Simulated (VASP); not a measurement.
# B (Fm-3m) in VASP: further runs

B is run at these levels: PBEsol; tasks: single point, relaxation of cell and atoms.

Everything below comes from runs of VASP 6.6.1. Logs are shortened: lines on timing, memory, paths and dates and some standing lists are left out, and cuts for length are marked.

### 1 The cell of the first run

Symmetry: Fm-3m, No. 225, cubic system. Conventional cell: a = 2.966 Å, b = 2.966 Å, c = 2.966 Å, α = 90.00°, β = 90.00°, γ = 90.00°. B (site symmetry m-3m) has 12 B at 2.10 Å within 2.8 Å.

### 2 Single point, PBEsol (volume scaled by 1.12)

Contents of INCAR:

```
SYSTEM = B
PREC = Accurate
ENCUT = 520
EDIFF = 1E-6
ISMEAR = -1
SIGMA = 0.1
LREAL = .False.
LASPH = .True.
NELM = 80
ALGO = Normal
ISIF = 2
LWAVE = .False.
LCHARG = .True.
GGA = PS
LELF = .True.
LVHAR = .True.
NBANDS = 8
```

Contents of KPOINTS:

```
Automatic mesh
0
Gamma
  21 21 21
  0 0 0
```

Contents of POSCAR:

```
B
1.0
    0.0000000000      1.4829253056      1.4829253056
    1.4829253056      0.0000000000      1.4829253056
    1.4829253056      1.4829253056      0.0000000000
B
1
Direct
    0.0000000000      0.0000000000      0.0000000000
```

Potentials or basis: VASP PAW PBE potentials, release 64 (B).

Command:

```sh
> cat potpaw_PBE.64/B/POTCAR > POTCAR
> mpirun -np 1 vasp_std > vasp.out
```

OUTCAR:

```text
SYSTEM = B
   PREC = Accurate
   ENCUT = 520
   EDIFF = 1E-6
   ISMEAR = -1
   LREAL = .False.
   LASPH = .True.
   NELM = 80
   ISIF = 2
   GGA = PS

 ion  position               nearest neighbor table
   1  0.000  0.000  0.000-

  LATTYP: Found a face centered cubic cell.
 ALAT       =     2.9658506112

  Lattice vectors:

 A1 = (   0.0000000000,   1.4829253056,   1.4829253056)
 A2 = (   1.4829253056,   0.0000000000,   1.4829253056)
 A3 = (   1.4829253056,   1.4829253056,   0.0000000000)

Analysis of symmetry for initial positions (statically):
=====================================================================
 Subroutine PRICEL returns:
 Original cell was already a primitive cell.

 Routine SETGRP: Setting up the symmetry group for a
 face centered cubic supercell.

 Subroutine GETGRP returns: Found 48 space group operations
 (whereof 48 operations were pure point group operations)
 out of a pool of 48 trial point group operations.

The static configuration has the point symmetry O_h .

Analysis of symmetry for dynamics (positions and initial velocities):
=====================================================================
 Subroutine PRICEL returns:
 Original cell was already a primitive cell.

 Routine SETGRP: Setting up the symmetry group for a
 face centered cubic supercell.

 Subroutine GETGRP returns: Found 48 space group operations
 (whereof 48 operations were pure point group operations)
 out of a pool of 48 trial point group operations.

The dynamic configuration has the point symmetry O_h .

 Subroutine INISYM returns: Found 48 space group operations
 (whereof 48 operations are pure point group operations),
 and found     1 'primitive' translations

----------------------------------------------------------------------------------------

                                     Primitive cell

  volume of cell :       6.5221

  direct lattice vectors                    reciprocal lattice vectors
     0.000000000  1.482925306  1.482925306    -0.337171399  0.337171399  0.337171399
     1.482925306  0.000000000  1.482925306     0.337171399 -0.337171399  0.337171399
     1.482925306  1.482925306  0.000000000     0.337171399  0.337171399 -0.337171399

  length of vectors
     2.097173079  2.097173079  2.097173079     0.583997994  0.583997994  0.583997994

  position of ions in fractional coordinates (direct lattice)
     0.000000000  0.000000000  0.000000000

  ion indices of the primitive-cell ions
   primitive index   ion index
                 1           1

----------------------------------------------------------------------------------------

 KPOINTS: Automatic mesh

Automatic generation of k-mesh.
 Grid dimensions read from file:
 generate k-points for:   21   21   21

 Generating k-lattice:

  Cartesian coordinates                     Fractional coordinates (reciprocal lattice)
    -0.016055781  0.016055781  0.016055781     0.047619048  0.000000000  0.000000000
     0.016055781 -0.016055781  0.016055781     0.000000000  0.047619048  0.000000000
     0.016055781  0.016055781 -0.016055781     0.000000000  0.000000000  0.047619048

  Length of vectors
     0.027809428  0.027809428  0.027809428

  Shift w.r.t. Gamma in fractional coordinates (k-lattice)
     0.000000000  0.000000000  0.000000000

 Subroutine IBZKPT returns following result:
 ===========================================

 Found    286 irreducible k-points:

 Following reciprocal coordinates:
            Coordinates               Weight
  0.000000  0.000000  0.000000      1.000000
  0.047619  0.000000  0.000000      8.000000
  0.095238  0.000000  0.000000      8.000000
  0.142857  0.000000  0.000000      8.000000
  0.190476  0.000000  0.000000      8.000000
  0.238095  0.000000  0.000000      8.000000
[... 16 lines left out ...]
 -0.428571  0.047619  0.000000     24.000000
 -0.380952  0.047619  0.000000     24.000000
 [... further k-points ...]
   k-points           NKPTS =    286   k-points in BZ     NKDIM =    286   number of bands    NBANDS=      8
   number of dos      NEDOS =    301   number of ions     NIONS =      1
   total plane-waves  NPLWV =   4096
   dimension x,y,z NGX =    16 NGY =   16 NGZ =   16
   dimension x,y,z NGXF=    32 NGYF=   32 NGZF=   32
   ions per type =               1
   NGX,Y,Z   is equivalent  to a cutoff of  12.68, 12.68, 12.68 a.u.
   NGXF,Y,Z  is equivalent  to a cutoff of  25.37, 25.37, 25.37 a.u.
 SYSTEM =  B
   PREC   = accura    normal or accurate (medium, high low for compatibility)
   ISTART =      0    job   : 0-new  1-cont  2-samecut
   ICHARG =      2    charge: 1-file 2-atom 10-const
   ISPIN  =      1    spin polarized calculation?
   LNONCOLLINEAR =      F non collinear calculations
   LSORBIT =      F    spin-orbit coupling
   LASPH  =      T    aspherical Exc in radial PAW
   ENCUT  =  520.0 eV  38.22 Ry    6.18 a.u.   3.90  3.90  3.90*2*pi/ulx,y,z
   NELM   =     80;   NELMIN=  2; NELMDL= -5     # of ELM steps
   EDIFF  = 0.1E-05   stopping-criterion for ELM
   LREAL  =      F    real-space projection
   EDIFFG = 0.1E-04   stopping-criterion for IOM
   NSW    =      0    number of steps for IOM
   IBRION =     -1    ionic relax: 0-MD 1-quasi-New 2-CG
   NFREE  =      0    steps in history (QN), initial steepest desc. (CG)
   ISIF   =      2    stress and relaxation
   ISYM   =      2    0-nonsym 1-usesym 2-fastsym
   POTIM  = 0.5000    time-step for ionic-motion
   TEBEG  =    0.0;   TEEND  =   0.0 temperature during run
   PSTRESS=    0.0 pullay stress
   NELECT =       3.0000    total number of electrons
   NUPDOWN=      -1.0000    fix difference up-down
   EMIN   =  10.00;   EMAX   =-10.00  energy-range for DOS
   EFERMI =   0.00;   METHOD = LEGACY
   ISMEAR =    -1;   SIGMA  =   0.10  broadening in eV -4-tet -1-fermi 0-gaus
   EFERMI_NEDOS =   21; number of points for ismear=-14 and -15
   IALGO  =     38    algorithm
   IMIX   =      4    mixing-type and parameters
     AMIX     =   0.40;   BMIX     =  1.00
     AMIX_MAG =   1.60;   BMIX_MAG =  1.00
  volume/ion in A,a.u.               =       6.52        44.01
  Fermi-wavevector in a.u.,A,eV,Ry     =   1.263725  2.388094 21.728522  1.597001
  Thomas-Fermi vector in A             =   2.397067
   LORBIT       =      0    0 simple, 1 ext, 2 COOP (PROOUT), +10 PAW based schemes
   GGA     = PS    functional components
   LHFCALC =     F    Hartree Fock is set to
   AEXX    =    0.0000 exact exchange contribution
   IVDW    =     0    specifies the selected vdW correction
   LEPSILON=     F    determine dielectric tensor
   LRPA    =     F    only Hartree local field effects (RPA)
 non-spin polarized calculation
  energy-cutoff  :      520.00
  volume of cell :        6.52
 maximum number of plane-waves:       190
   NGX =  7   NGY =  7   NGZ =  7

 number of electron       3.0000000 magnetization

 Free energy of the ion-electron system (eV)
  ---------------------------------------------------
  ext. energy  EPLUGINS =         0.00000000
  ---------------------------------------------------
  free energy    TOTEN  =        -5.69956675 eV

  energy without entropy =       -5.69245818  energy(sigma->0) =       -5.69601247

 E-fermi :   9.3390     XC(G=0): -12.6156

 val. band max:        9.3194007708   @ k =  -0.4762   0.2857   0.1429
 cond. band min:       9.3514730624   @ k =  -0.4762   0.3333   0.0000
 fundamental gap:      0.0320722916
 Fermi energy:         9.3389599816

 k-point     1 :       0.0000    0.0000    0.0000
  band No.  band energies     occupation
      1      -8.6708      2.00000
      2      23.9179      0.00000
      3      23.9179      0.00000
      4      23.9179      0.00000
      5      40.0123      0.00000
      6      40.0123      0.00000
      7      40.0123      0.00000
      8      43.6379      0.00000

 k-point     2 :       0.0476    0.0000    0.0000
  band No.  band energies     occupation
      1      -8.5769      2.00000
      2      23.4788      0.00000
      3      23.8271      0.00000
      4      23.8271      0.00000
      5      38.9255      0.00000
      6      40.2192      0.00000
      7      40.2192      0.00000
      8      45.3328      0.00000

 k-point     3 :       0.0952    0.0000    0.0000
  band No.  band energies     occupation
      1      -8.2950      2.00000
      2      22.2054      0.00000
      3      23.5761      0.00000
      4      23.5761      0.00000
      5      37.6329      0.00000
      6      40.7614      0.00000
      7      40.7614      0.00000
      8      47.5029      0.00000

 k-point     4 :       0.1429    0.0000    0.0000
  band No.  band energies     occupation
      1      -7.8256      2.00000
      2      20.2596      0.00000
      3      23.2169      0.00000
      4      23.2169      0.00000
      5      36.9730      0.00000
      6      41.3524      0.00000
      7      41.3524      0.00000
      8      46.0743      0.00000

 k-point     5 :       0.1905    0.0000    0.0000
  band No.  band energies     occupation
      1      -7.1694      2.00000
      2      17.8912      0.00000
      3      22.8094      0.00000
      4      22.8094      0.00000
      5      36.8984      0.00000
      6      41.4398      0.00000
      7      41.4398      0.00000
      8      44.4999      0.00000

 k-point     6 :       0.2381    0.0000    0.0000
  band No.  band energies     occupation
      1      -6.3278      2.00000
      2      15.3292      0.00000
      3      22.4039      0.00000
      4      22.4039      0.00000
      5      37.2450      0.00000
      6      40.7607      0.00000
      7      40.7607      0.00000
      8      43.0969      0.00000

 k-point     7 :       0.2857    0.0000    0.0000
  band No.  band energies     occupation
      1      -5.3045      2.00000
      2      12.7325      0.00000
      3      22.0364      0.00000
      4      22.0364      0.00000
      5      37.8617      0.00000
      6      39.7342      0.00000
      7      39.7342      0.00000
      8      41.9132      0.00000

 k-point     8 :       0.3333    0.0000    0.0000
  band No.  band energies     occupation
      1      -4.1075      2.00000
      2      10.2044      0.00035
      3      21.7293      0.00000
      4      21.7293      0.00000
      5      38.6082      0.00000
      6      38.7309      0.00000
      7      38.7309      0.00000
      8      40.9827      0.00000

 k-point     9 :       0.3810    0.0000    0.0000
  band No.  band energies     occupation
      1      -2.7570      2.00000
      2       7.8205      2.00000
      3      21.4940      0.00000
      4      21.4940      0.00000
      5      37.9090      0.00000
      6      37.9090      0.00000
      7      39.2699      0.00000
      8      40.4030      0.00000

 k-point    10 :       0.4286    0.0000    0.0000
  band No.  band energies     occupation
      1      -1.3162      2.00000
      2       5.6763      2.00000
      3      21.3363      0.00000
      4      21.3363      0.00000
      5      37.3362      0.00000
      6      37.3362      0.00000
      7      39.3890      0.00000
      8      40.4869      0.00000
[... 78 lines left out ...]
 k-point    18 :       0.3333    0.0476    0.0000
  band No.  band energies     occupation
      1      -4.4412      2.00000
      2      11.0951      0.00000
      3      21.1063      0.00000
      4      22.1053      0.00000
      5      36.5260      0.00000
      6      38.7296      0.00000
      7      39.9590      0.00000
      8      43.0241      0.00000

 k-point    19 :       0.3810    0.0476    0.0000
  band No.  band energies     occupation
      1      -3.1374      2.00000
      2       8.6581      1.99779
      3      20.9470      0.00000
      4      21.7164      0.00000
      5      35.8923      0.00000
      6      38.9750      0.00000
      7      39.4493      0.00000
      8      42.2937      0.00000

 k-point    20 :       0.4286    0.0476    0.0000
  band No.  band energies     occupation
      1      -1.7117      2.00000
      2       6.4185      2.00000
      3      20.8949      0.00000
      4      21.3740      0.00000
      5      35.4175      0.00000
      6      38.1809      0.00000
      7      40.2217      0.00000
      8      41.7659      0.00000

 k-point    21 :       0.4762    0.0476    0.0000
  band No.  band energies     occupation
      1      -0.3269      2.00000
      2       4.5617      2.00000
      3      20.9459      0.00000
      4      21.0925      0.00000
      5      35.2009      0.00000
      6      37.6294      0.00000
      7      40.7802      0.00000
      8      41.4717      0.00000

 k-point    22 :      -0.4762    0.0476    0.0000
  band No.  band energies     occupation
      1       0.2350      2.00000
      2       3.8809      2.00000
      3      20.8850      0.00000
      4      21.0919      0.00000
      5      35.2605      0.00000
      6      37.3496      0.00000
      7      40.9062      0.00000
      8      41.4613      0.00000

 k-point    23 :      -0.4286    0.0476    0.0000
  band No.  band energies     occupation
      1      -0.7588      2.00000
      2       5.1115      2.00000
      3      20.7637      0.00000
      4      21.3222      0.00000
      5      35.5913      0.00000
      6      37.3576      0.00000
      7      40.5837      0.00000
      8      41.6952      0.00000

 k-point    24 :      -0.3810    0.0476    0.0000
  band No.  band energies     occupation
      1      -2.1949      2.00000
      2       7.1346      2.00000
      3      20.7391      0.00000
      4      21.6246      0.00000
      5      36.1738      0.00000
      6      37.6593      0.00000
      7      39.9451      0.00000
      8      42.1370      0.00000

 [... further k-points ...]

------------------------ aborting loop because EDIFF is reached ----------------------------------------

  FORCE on cell =-STRESS in cart. coord.  units (eV):
  Direction    XX          YY          ZZ          XY          YZ          ZX
  --------------------------------------------------------------------------------------
  -------------------------------------------------------------------------------------
  Total       -1.0298410     -1.0298410     -1.0298410      0.0000000     -0.0000000      0.0000000
  in kB     -252.9839320   -252.9839320   -252.9839320      0.0000000     -0.0000000      0.0000000
  external PRESSURE =    -252.9839320 kB  Pullay stress =       0.0000000 kB

 VOLUME and BASIS-vectors are now :
 -----------------------------------------------------------------------------
  energy-cutoff  :      520.00
  volume of cell :        6.52
      direct lattice vectors                 reciprocal lattice vectors
     0.000000000  1.482925306  1.482925306    -0.337171399  0.337171399  0.337171399
     1.482925306  0.000000000  1.482925306     0.337171399 -0.337171399  0.337171399
     1.482925306  1.482925306  0.000000000     0.337171399  0.337171399 -0.337171399

 POSITION                                       TOTAL-FORCE (eV/Angst)
 -----------------------------------------------------------------------------------
      0.00000      0.00000      0.00000        -0.000000      0.000000      0.000000
 -----------------------------------------------------------------------------------
    total drift:                               -0.000000     -0.000000     -0.000000

  FREE ENERGIE OF THE ION-ELECTRON SYSTEM (eV)
  ---------------------------------------------------
  free  energy   TOTEN  =        -5.6995667508 eV

  energy  without entropy=       -5.6924581849  energy(sigma->0) =       -5.69601247
```

Wall time 6.2 s (1 thread of Intel Xeon Platinum 8488C (Sapphire Rapids), shared host); peak memory 0.11 GiB.

What came out:

- Free energy: -5.6996 eV
- Pressure: -25.3 GPa

Caveat: the cell differs from its parent crystal (volume scaled by 1.12); the PAW data sets were made with another functional, which shifts forces and pressure a little.

### 3 Relaxation of cell and atoms, PBEsol

This run uses another cell than the first one, of 6.55 Å³/atom, 1.005 times its volume.

Contents of INCAR:

```
SYSTEM = B
  ALGO = Normal
  EDIFF = 1E-7
  EDIFFG = -0.01
  ENCUT = 600
  GGA = PS
  IBRION = 2
  ISIF = 3
  ISMEAR = -1
  LASPH = .TRUE.
  LCHARG = .FALSE.
  LREAL = .FALSE.
  LWAVE = .FALSE.
  NELM = 100
  NSW = 80
  PREC = Accurate
  SIGMA = 0.1
```

Contents of KPOINTS:

```
k-points
0
G
  18 18 18
  0 0 0
```

Contents of POSCAR:

```
B
1.0
    0.0000000000      1.4853449006      1.4853449006
    1.4853449006      0.0000000000      1.4853449006
    1.4853449006      1.4853449006      0.0000000000
B
1
Direct
    0.0000000000      0.0000000000      0.0000000000
```

Potentials or basis: VASP PAW PBE potentials, release 64 (B).

Command:

```sh
> cat potpaw_PBE.64/B/POTCAR > POTCAR
> mpirun -np 1 vasp_std > vasp.out
```

Wall time 12 s (1 thread of Intel Xeon Platinum 8488C (Sapphire Rapids), shared host); peak memory 0.12 GiB.

Results (log left out):

```
Free energy                            : -5.7603 eV
Relaxed volume                         : 5.83 Å³/atom
Relaxed cell                           : a = 2.020 Å, b = 2.020 Å, c = 2.020 Å, α = 60.00°, β = 60.00°, γ = 60.00°
Space group after relaxing (to 0.05 Å) : Fm-3m (No. 225)
Energy gained by relaxing              : 64.8 meV/atom
Ionic steps                            : 3
Pressure after relaxing                : 0.1 GPa
```

The path:
```tsv
step	energy change (eV)	largest force (eV/Å)	pressure (GPa)	volume (Å³)
1	0.0000	0.0000	-26.10	6.55
2	-0.0558	0.0000	12.59	5.59
3	-0.0648	0.0000	0.07	5.83
```

Final structure:
```cif
data_structure
_symmetry_space_group_name_H-M 'P 1'
_symmetry_Int_Tables_number 1
_cell_length_a 2.0201
_cell_length_b 2.0201
_cell_length_c 2.0201
_cell_angle_alpha 60.000
_cell_angle_beta 60.000
_cell_angle_gamma 60.000
_cell_volume 5.83
loop_
_atom_site_label
_atom_site_type_symbol
_atom_site_fract_x
_atom_site_fract_y
_atom_site_fract_z
_atom_site_occupancy
B1 B 0.00000 0.00000 0.00000 1
```

Levels at points of the mesh, in eV from the Fermi level:
| k point | band 1 | band 2 | band 3 | band 4 | band 5 |
| --- | --- | --- | --- | --- | --- |
| (0.00, 0.00, 0.00) | -19.32 | 16.15 | 16.15 | 16.15 | 32.67 |
| (0.50, 0.00, 0.00) | -10.14 | -5.64 | 13.16 | 13.16 | 29.39 |
| (0.50, 0.50, 0.00) | -7.30 | -0.25 | 6.14 | 6.14 | 16.07 |

Caveat: the PAW data sets were made with another functional, which shifts forces and pressure a little.

(Continued in part 2 of 2.)
